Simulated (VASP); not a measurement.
# SiC (P3m1) in VASP: notebook

SiC is run at these levels: PBE; tasks: single point.

Program: VASP 6.6.1. These are calculated values, not measurements. Logs are shortened: lines on timing, memory, paths and dates and some standing lists are left out, and cuts for length are marked.

**1. The cell of the first run**

Symmetry: P3m1, No. 156, trigonal system. The conventional cell has a = 3.092 Å, b = 3.092 Å, c = 5.074 Å, α = 90.00°, β = 90.00°, γ = 120.00°. Within 2.3 Å of Si (site symmetry 3m) lie 4 C at 1.71 to 1.89 Å. Si (site symmetry 3m) has 4 C at 1.91 to 1.97 Å within 2.5 Å. C (site symmetry 3m) has 4 Si at 1.71 to 1.97 Å within 2.3 Å. Within 2.5 Å of C (site symmetry 3m) lie 4 Si at 1.89 to 1.91 Å.

**2. Single point, PBE (atom 3 (C) moved by (+0.000, -0.200) A along [1 1 0] and z)**

The input, INCAR:

```
PREC = Accurate
ENCUT = 520
EDIFF = 1E-7
ISMEAR = 0
SIGMA = 0.05
LREAL = F
LASPH = T
NELM = 80
ALGO = Normal
ISIF = 2
LWAVE = F
LCHARG = T
GGA = PE
LELF = T
LVHAR = T
NBANDS = 16
```

The input, KPOINTS:

```
regular mesh
0
Gamma
  12 12 6
```

The input, POSCAR:

```
SiC
1.0
    3.0917664073      0.0000000000      0.0000000000
   -1.5458832036      2.6775482513      0.0000000000
    0.0000000000      0.0000000000      5.0740211774
Si C
2 2
Direct
    0.3333333333      0.6666666667      0.0045635313
    0.6666666667      0.3333333333      0.5045635313
    0.3333333333      0.6666666667      0.3410199994
    0.6666666667      0.3333333333      0.8804364687
```

Potentials or basis: VASP PAW PBE potentials, release 64 (Si, C).

Started as:

```console
cat potpaw_PBE.64/Si/POTCAR potpaw_PBE.64/C/POTCAR > POTCAR
mpirun -np 1 vasp_std > vasp.out
```

OUTCAR:

```text
PREC = Accurate
   ENCUT = 520
   EDIFF = 1E-7
   ISMEAR = 0
   LREAL = F
   LASPH = T
   NELM = 80
   ISIF = 2
   GGA = PE

 ion  position               nearest neighbor table
   1  0.333  0.667  0.005-   3 1.71   4 1.89   4 1.89   4 1.89   2 3.10   2 3.10   2 3.10   2 3.10
                             2 3.10   2 3.10
   2  0.667  0.333  0.505-   4 1.91   3 1.97   3 1.97   3 1.97   1 3.10   1 3.10   1 3.10   1 3.10
                             1 3.10   1 3.10
   3  0.333  0.667  0.341-   1 1.71   2 1.97   2 1.97   2 1.97
   4  0.667  0.333  0.880-   1 1.89   1 1.89   1 1.89   2 1.91

  LATTYP: Found a hexagonal cell.
 ALAT       =     3.0917664073
 C/A-ratio  =     1.6411398886

  Lattice vectors:

 A1 = (   3.0917664073,   0.0000000000,   0.0000000000)
 A2 = (  -1.5458832036,   2.6775482513,   0.0000000000)
 A3 = (   0.0000000000,   0.0000000000,   5.0740211774)

Analysis of symmetry for initial positions (statically):
=====================================================================
 Subroutine PRICEL returns:
 Original cell was already a primitive cell.

 Routine SETGRP: Setting up the symmetry group for a
 hexagonal supercell.

 Subroutine GETGRP returns: Found  6 space group operations
 (whereof  6 operations were pure point group operations)
 out of a pool of 24 trial point group operations.

The static configuration has the point symmetry C_3v.

Analysis of symmetry for dynamics (positions and initial velocities):
=====================================================================
 Subroutine PRICEL returns:
 Original cell was already a primitive cell.

 Routine SETGRP: Setting up the symmetry group for a
 hexagonal supercell.

 Subroutine GETGRP returns: Found  6 space group operations
 (whereof  6 operations were pure point group operations)
 out of a pool of 24 trial point group operations.

The dynamic configuration has the point symmetry C_3v.

 Subroutine INISYM returns: Found  6 space group operations
 (whereof  6 operations are pure point group operations),
 and found     1 'primitive' translations

----------------------------------------------------------------------------------------

                                     Primitive cell

  volume of cell :      42.0045

  direct lattice vectors                    reciprocal lattice vectors
     3.091766407  0.000000000  0.000000000     0.323439700  0.186737998  0.000000000
    -1.545883204  2.677548251  0.000000000     0.000000000  0.373475996  0.000000000
     0.000000000  0.000000000  5.074021177     0.000000000  0.000000000  0.197082347

  length of vectors
     3.091766407  3.091766407  5.074021177     0.373475996  0.373475996  0.197082347

  position of ions in fractional coordinates (direct lattice)
     0.333333333  0.666666667  0.004563531
     0.666666667  0.333333333  0.504563531
     0.333333333  0.666666667  0.341019999
     0.666666667  0.333333333  0.880436469

  ion indices of the primitive-cell ions
   primitive index   ion index
                 1           1
                 2           2
                 3           3
                 4           4

----------------------------------------------------------------------------------------

 KPOINTS: regular mesh

Automatic generation of k-mesh.
 Grid dimensions read from file:
 generate k-points for:   12   12    6

 Generating k-lattice:

  Cartesian coordinates                     Fractional coordinates (reciprocal lattice)
     0.026953308  0.015561500  0.000000000     0.083333333  0.000000000  0.000000000
     0.000000000  0.031123000  0.000000000     0.000000000  0.083333333  0.000000000
     0.000000000  0.000000000  0.032847058     0.000000000  0.000000000  0.166666667

  Length of vectors
     0.031123000  0.031123000  0.032847058

  Shift w.r.t. Gamma in fractional coordinates (k-lattice)
     0.000000000  0.000000000  0.000000000

 Subroutine IBZKPT returns following result:
 ===========================================

 Found    100 irreducible k-points:

 Following reciprocal coordinates:
            Coordinates               Weight
  0.000000  0.000000  0.000000      1.000000
  0.083333 -0.000000  0.000000      6.000000
  0.166667 -0.000000  0.000000      6.000000
  0.250000 -0.000000  0.000000      6.000000
  0.333333 -0.000000  0.000000      6.000000
  0.416667 -0.000000  0.000000      6.000000
[... 16 lines left out ...]
  0.166667 -0.000000  0.166667      6.000000
  0.000000  0.166667  0.166667      6.000000
 [... further k-points ...]
   k-points           NKPTS =    100   k-points in BZ     NKDIM =    100   number of bands    NBANDS=     16
   number of dos      NEDOS =    301   number of ions     NIONS =      4
   total plane-waves  NPLWV =  23040
   dimension x,y,z NGX =    24 NGY =   24 NGZ =   40
   dimension x,y,z NGXF=    48 NGYF=   48 NGZF=   80
   ions per type =               2   2
   NGX,Y,Z   is equivalent  to a cutoff of  12.90, 12.90, 13.11 a.u.
[... 34 lines left out ...]
  Thomas-Fermi vector in A             =   2.322890
   LORBIT       =      0    0 simple, 1 ext, 2 COOP (PROOUT), +10 PAW based schemes
   GGA     = PE    functional components
   LHFCALC =     F    Hartree Fock is set to
   AEXX    =    0.0000 exact exchange contribution
   IVDW    =     0    specifies the selected vdW correction
   LEPSILON=     F    determine dielectric tensor
   LRPA    =     F    only Hartree local field effects (RPA)
 non-spin polarized calculation
 Gauss-broadening in eV      SIGMA  =   0.05
  energy-cutoff  :      520.00
  volume of cell :       42.00
 maximum number of plane-waves:      1170
 NGX is ok and might be reduce to    24
   NGX = 11   NGY = 11   NGZ = 19

 number of electron      16.0000000 magnetization

 Free energy of the ion-electron system (eV)
  ---------------------------------------------------
  ext. energy  EPLUGINS =         0.00000000
  ---------------------------------------------------
  free energy    TOTEN  =       -29.53126465 eV

  energy without entropy =      -29.53126465  energy(sigma->0) =      -29.53126465

 E-fermi :   8.5923     XC(G=0): -11.2878

 val. band max:        8.3817477815   @ k =   0.0000   0.0000   0.0000
 cond. band min:       9.8594331132   @ k =   0.3333   0.3333   0.0000
 fundamental gap:      1.4776853317
 Fermi energy:         8.5922951010

 k-point     1 :       0.0000    0.0000    0.0000
  band No.  band energies     occupation
      1      -7.3910      2.00000
      2      -3.6692      2.00000
      3      -0.9007      2.00000
      4       6.8676      2.00000
      5       6.8676      2.00000
      6       7.3700      2.00000
[... 8 lines left out ...]
     15      17.1428      0.00000
     16      19.1891      0.00000

 k-point     2 :       0.0833   -0.0000    0.0000
  band No.  band energies     occupation
      1      -7.2727      2.00000
      2      -3.5707      2.00000
      3      -0.7931      2.00000
      4       6.1637      2.00000
      5       6.6584      2.00000
      6       7.2895      2.00000
[... 8 lines left out ...]
     15      17.3863      0.00000
     16      18.3430      0.00000

 k-point     3 :       0.1667   -0.0000    0.0000
  band No.  band energies     occupation
      1      -6.9211      2.00000
      2      -3.2855      2.00000
      3      -0.4789      2.00000
      4       4.6929      2.00000
      5       6.1850      2.00000
      6       6.6647      2.00000
[... 8 lines left out ...]
     15      17.9426      0.00000
     16      17.9741      0.00000

 k-point     4 :       0.2500   -0.0000    0.0000
  band No.  band energies     occupation
      1      -6.3478      2.00000
      2      -2.8576      2.00000
      3       0.0007      2.00000
      4       3.1078      2.00000
      5       5.3696      2.00000
      6       5.6712      2.00000
[... 8 lines left out ...]
     15      18.6543      0.00000
     16      18.9338      0.00000
[... 324 lines left out ...]
 k-point    22 :       0.0000    0.0833    0.1667
  band No.  band energies     occupation
      1      -7.1420      2.00000
      2      -4.1594      2.00000
      3       0.0028      2.00000
      4       6.2305      2.00000
      5       6.6583      2.00000
      6       6.7314      2.00000
[... 8 lines left out ...]
     15      17.1794      0.00000
     16      18.6893      0.00000

 k-point    23 :       0.1667   -0.0000    0.1667
  band No.  band energies     occupation
      1      -6.7916      2.00000
      2      -3.8522      2.00000
      3       0.2726      2.00000
      4       4.7858      2.00000
      5       6.1828      2.00000
      6       6.2731      2.00000
[... 8 lines left out ...]
     15      17.7006      0.00000
     16      18.2508      0.00000

 k-point    24 :       0.0000    0.1667    0.1667
  band No.  band energies     occupation
      1      -6.7916      2.00000
      2      -3.8528      2.00000
      3       0.2758      2.00000
      4       4.8166      2.00000
      5       6.0375      2.00000
      6       6.2678      2.00000
[... 8 lines left out ...]
     15      17.9571      0.00000
     16      18.3626      0.00000

 [... further k-points ...]
[... 5 lines left out ...]
  --------------------------------------------------------------------------------------
  -------------------------------------------------------------------------------------
  Total       -0.6205429     -0.6205429      4.0043155     -0.0000000      0.0000000     -0.0000000
  in kB      -23.6693381    -23.6693381    152.7364238     -0.0000000      0.0000000     -0.0000000
  external PRESSURE =      35.1325825 kB  Pullay stress =       0.0000000 kB

 VOLUME and BASIS-vectors are now :
 -----------------------------------------------------------------------------
  energy-cutoff  :      520.00
  volume of cell :       42.00
      direct lattice vectors                 reciprocal lattice vectors
     3.091766407  0.000000000  0.000000000     0.323439700  0.186737998  0.000000000
    -1.545883204  2.677548251  0.000000000     0.000000000  0.373475996  0.000000000
     0.000000000  0.000000000  5.074021177     0.000000000  0.000000000  0.197082347

 POSITION                                       TOTAL-FORCE (eV/Angst)
 -----------------------------------------------------------------------------------
     -0.00000      1.78503      0.02316         0.000000     -0.000000     -3.362411
      1.54588      0.89252      2.56017         0.000000     -0.000000     -1.909205
     -0.00000      1.78503      1.73034        -0.000000      0.000000      6.457681
      1.54588      0.89252      4.46735        -0.000000     -0.000000     -1.186065
 -----------------------------------------------------------------------------------
    total drift:                               -0.000000     -0.000000      0.000009

  FREE ENERGIE OF THE ION-ELECTRON SYSTEM (eV)
  ---------------------------------------------------
  free  energy   TOTEN  =       -29.5312646523 eV

  energy  without entropy=      -29.5312646523  energy(sigma->0) =      -29.53126465
```

It took 40 s on 1 thread of Intel Xeon Platinum 8488C (Sapphire Rapids), shared host; peak memory 0.19 GiB.

What came out:

| Quantity | Value |
| --- | --- |
| Free energy | -29.5313 eV |
| Pressure | 3.5 GPa |
| Largest force | 6.458 eV/Å |
| Band gap on the k mesh | 1.48 eV, indirect (least direct gap 3.63 eV) |

Forces on the atoms (eV/Å):
```
Si   0.000  0.000 -3.362
Si   0.000  0.000 -1.909
C    0.000  0.000  6.458
C    0.000  0.000 -1.186
```

Caveat: the cell differs from its parent crystal (atom 3 (C) moved by (+0.000, -0.200) A along [1 1 0] and z); forces of over 1 eV/Å act on the atoms, so gaps and moduli don't describe the material at rest. A k mesh can miss the band edges.

**3. Single point, PBE (atom 3 (C) moved by (+0.000, +0.200) A along [1 1 0] and z)**

The input, INCAR:

```
SYSTEM = SiC
PREC     = Accurate       ! precision mode
ENCUT    = 520            ! plane-wave cutoff, eV
EDIFF    = 1E-6           ! SCF threshold, eV
ISMEAR   = 0              ! smearing method
SIGMA    = 0.05           ! smearing width, eV
LREAL    = .FALSE.        ! projectors in reciprocal space
LASPH    = .TRUE.         ! aspherical terms in the spheres
NELM     = 80             ! most SCF steps
ALGO     = Normal         ! electronic algorithm
ISIF     = 2              ! what is computed and relaxed
LWAVE    = .FALSE.        ! write WAVECAR
LCHARG   = .FALSE.        ! write CHGCAR
GGA      = PE             ! functional
NBANDS   = 16             ! bands
```

The input, KPOINTS:

```
Automatic mesh
0
G
  12 12 6
  0 0 0
```

POSCAR: that of step 2 with these lines changed.

```diff
@@ -10,3 +10,3 @@
     0.6666666667      0.3333333333      0.5045635313
-    0.3333333333      0.6666666667      0.3410199994
+    0.3333333333      0.6666666667      0.4198529380
     0.6666666667      0.3333333333      0.8804364687
```

Potentials or basis: VASP PAW PBE potentials, release 64 (Si, C).

Started as:

```console
cat potpaw_PBE.64/Si/POTCAR potpaw_PBE.64/C/POTCAR > POTCAR
mpirun -np 1 vasp_std > vasp.out
```

It took 34 s on 1 thread of Intel Xeon Platinum 8488C (Sapphire Rapids), shared host; peak memory 0.19 GiB.

It converged, with:

- Free energy: -29.7274 eV
- Pressure: 2.4 GPa
- Largest force: 3.452 eV/Å
- Band gap on the k mesh: 2.23 eV, indirect (least direct gap 4.06 eV)

Forces in eV/Å, atoms in the order of the input:
```
Si   0.000  0.000  0.727
Si   0.000  0.000  1.509
C    0.000  0.000 -3.452
C    0.000  0.000  1.217
```

Stress tensor (GPa, compression positive):
```
 4.42  0.00  0.00
 0.00  4.42  0.00
 0.00  0.00 -1.71
```

Levels at points of the mesh, in eV from the valence-band top:
| k point | band 4 | band 5 | band 6 | band 7 | band 8 | band 9 | band 10 | band 11 | band 12 | band 13 |
| --- | --- | --- | --- | --- | --- | --- | --- | --- | --- | --- |
| (0.00, 0.00, 0.00) | -1.99 | -1.99 | -0.60 | -0.60 | 0.00 | 4.26 | 5.22 | 6.15 | 6.15 | 7.13 |
| (0.50, 0.00, 0.00) | -6.84 | -5.48 | -3.90 | -3.29 | -1.82 | 2.23 | 3.97 | 6.18 | 7.05 | 8.41 |
| (0.00, 0.00, 0.50) | -4.32 | -1.66 | -1.66 | -1.02 | -1.02 | 5.02 | 5.46 | 6.64 | 6.64 | 6.95 |
| (0.50, 0.00, 0.50) | -8.48 | -3.35 | -2.69 | -2.66 | -2.15 | 2.80 | 2.87 | 4.21 | 4.71 | 9.51 |

Caveat: the cell differs from its parent crystal (atom 3 (C) moved by (+0.000, +0.200) A along [1 1 0] and z); forces of over 1 eV/Å act on the atoms, so gaps and moduli don't describe the material at rest. A k mesh can miss the band edges.

**4. Single point, PBE (atom 3 (C) moved by (+0.000, -0.100) A along [1 1 0] and z)**

The input, INCAR:

```
PREC     = Accurate       # precision mode
ENCUT    = 520            # plane-wave cutoff, eV
EDIFF    = 1E-6           # SCF threshold, eV
ISMEAR   = 0              # smearing method
SIGMA    = 0.05           # smearing width, eV
LREAL    = False          # projectors in reciprocal space
LASPH    = True           # aspherical terms in the spheres
NELM     = 100            # most SCF steps
ALGO     = Normal         # electronic algorithm
ISIF     = 2              # what is computed and relaxed
LWAVE    = False          # write WAVECAR
LCHARG   = False          # write CHGCAR
GGA      = PE             # functional
NBANDS   = 16             # bands
```

The input, KPOINTS:

```
regular mesh
0
Gamma
  12 12 6
```

POSCAR: that of step 3 with these lines changed.

```diff
@@ -10,3 +10,3 @@
     0.6666666667      0.3333333333      0.5045635313
-    0.3333333333      0.6666666667      0.4198529380
+    0.3333333333      0.6666666667      0.3607282340
     0.6666666667      0.3333333333      0.8804364687
```

Started as:

```console
cat potpaw_PBE.64/Si/POTCAR potpaw_PBE.64/C/POTCAR > POTCAR
mpirun -np 1 vasp_std > vasp.out
```

Run time: 30 s. Hardware: 1 thread of Intel Xeon Platinum 8488C (Sapphire Rapids), shared host; peak memory 0.19 GiB.

The run converged. Its results:

```
Free energy            : -29.9809 eV
Pressure               : 0.7 GPa
Largest force          : 2.730 eV/Å
Band gap on the k mesh : 1.92 eV, indirect (least direct gap 3.81 eV)
```

Forces in eV/Å, atoms in the order of the input:
```
Si   0.000  0.000 -1.192
Si   0.000  0.000 -0.941
C    0.000  0.000  2.730
C    0.000  0.000 -0.597
```

Stress tensor (GPa, compression positive):
```
-1.48  0.00  0.00
 0.00 -1.48  0.00
 0.00  0.00  5.18
```

Levels at points of the mesh, in eV from the valence-band top:
```
           k point  band 5  band 6  band 7  band 8  band 9  band 10  band 11  band 12
(0.00, 0.00, 0.00)   -1.39   -0.55    0.00    0.00    4.58     5.83     6.44     6.44
(0.50, 0.00, 0.00)   -5.69   -3.58   -3.38   -1.17    2.64     3.90     6.56     6.65
(0.00, 0.00, 0.50)   -0.91   -0.91   -0.59   -0.59    5.56     5.75     7.07     7.07
(0.50, 0.00, 0.50)   -2.74   -2.64   -2.46   -2.30    3.01     3.08     4.98     5.29
```

Caveat: the cell differs from its parent crystal (atom 3 (C) moved by (+0.000, -0.100) A along [1 1 0] and z); forces of over 1 eV/Å act on the atoms, so gaps and moduli don't describe the material at rest.

**5. Single point, PBE (atom 3 (C) moved by (+0.000, +0.100) A along [1 1 0] and z)**

The input, INCAR:

```
PREC     = Accurate       # precision mode
ENCUT    = 520            # plane-wave cutoff, eV
EDIFF    = 1E-6           # SCF threshold, eV
ISMEAR   = 0              # smearing method
SIGMA    = 0.05           # smearing width, eV
LREAL    = F              # projectors in reciprocal space
LASPH    = T              # aspherical terms in the spheres
NELM     = 100            # most SCF steps
ALGO     = Normal         # electronic algorithm
ISIF     = 2              # what is computed and relaxed
LWAVE    = F              # write WAVECAR
LCHARG   = T              # write CHGCAR
GGA      = PE             # functional
LELF     = T              # ELF
LVHAR    = T            
NBANDS   = 16             # bands
```

The input, KPOINTS:

```
Automatic mesh
0
Gamma
  12 12 6
```

POSCAR: that of step 4 with these lines changed.

```diff
@@ -10,3 +10,3 @@
     0.6666666667      0.3333333333      0.5045635313
-    0.3333333333      0.6666666667      0.3607282340
+    0.3333333333      0.6666666667      0.4001447034
     0.6666666667      0.3333333333      0.8804364687
```

Started as:

```console
cat potpaw_PBE.64/Si/POTCAR potpaw_PBE.64/C/POTCAR > POTCAR
mpirun -np 1 vasp_std > vasp.out
```

It took 31 s on 1 thread of Intel Xeon Platinum 8488C (Sapphire Rapids), shared host; peak memory 0.19 GiB.

The run converged. Its results:

```yaml
Free_energy: -30.0045 eV
Pressure: 0.7 GPa
Largest_force: 2.008 eV/Å
Band_gap_on_the_k_mesh: 2.33 eV, indirect (least direct gap 4.03 eV)
```

Forces in eV/Å, atoms in the order of the input:
```
Si   0.000  0.000  0.566
Si   0.000  0.000  0.841
C    0.000  0.000 -2.008
C    0.000  0.000  0.600
```

Stress tensor (GPa, compression positive):
```
 2.01  0.00  0.00
 0.00  2.01  0.00
 0.00  0.00 -1.93
```

Levels at points of the mesh, in eV from the valence-band top:
```tsv
k point	band 5	band 6	band 7	band 8	band 9	band 10	band 11	band 12
(0.00, 0.00, 0.00)	-1.59	-0.28	-0.28	0.00	4.49	5.76	6.40	6.40
(0.50, 0.00, 0.00)	-5.38	-3.54	-3.22	-1.49	2.54	4.15	6.57	7.13
(0.00, 0.00, 0.50)	-1.15	-1.15	-0.82	-0.82	5.45	5.65	6.99	6.99
(0.50, 0.00, 0.50)	-2.85	-2.52	-2.46	-2.19	3.09	3.12	4.74	5.02
```

Caveat: the cell differs from its parent crystal (atom 3 (C) moved by (+0.000, +0.100) A along [1 1 0] and z); forces of over 1 eV/Å act on the atoms, so gaps and moduli don't describe the material at rest. A k mesh can miss the band edges.
